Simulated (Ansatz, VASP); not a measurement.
# InP in VASP and in Ansatz

```
CELL_PARAMETERS angstrom
0.00000 2.92948 2.92948
2.92948 0.00000 2.92948
2.92948 2.92948 0.00000
ATOMIC_POSITIONS crystal
In 0.00000 0.00000 0.00000
P 0.25000 0.25000 0.25000
```

Alike in both runs: task single point; functional HSE06; k mesh 4 × 4 × 4; occupations fermi-dirac, width 0.05 eV; no spin polarisation.

|  | VASP | Ansatz |
| --- | --- | --- |
| version | VASP 6.6.1 | Ansatz 0.2.0 development build |
| potentials or method | VASP PAW PBE potentials, release 64 (In_d, P) | plane waves, PAW datasets (generated soft set 1) |
| plane-wave cutoff (eV) | 520 | 420 |
| valence electrons in the cell | 18 | 18 |

```csv
,VASP,Ansatz,Ansatz less VASP
gap on the k mesh at the Fermi level (eV),1.54,1.54,-0.001
```

The k mesh is coarse, so the values compare programs but aren't converged.
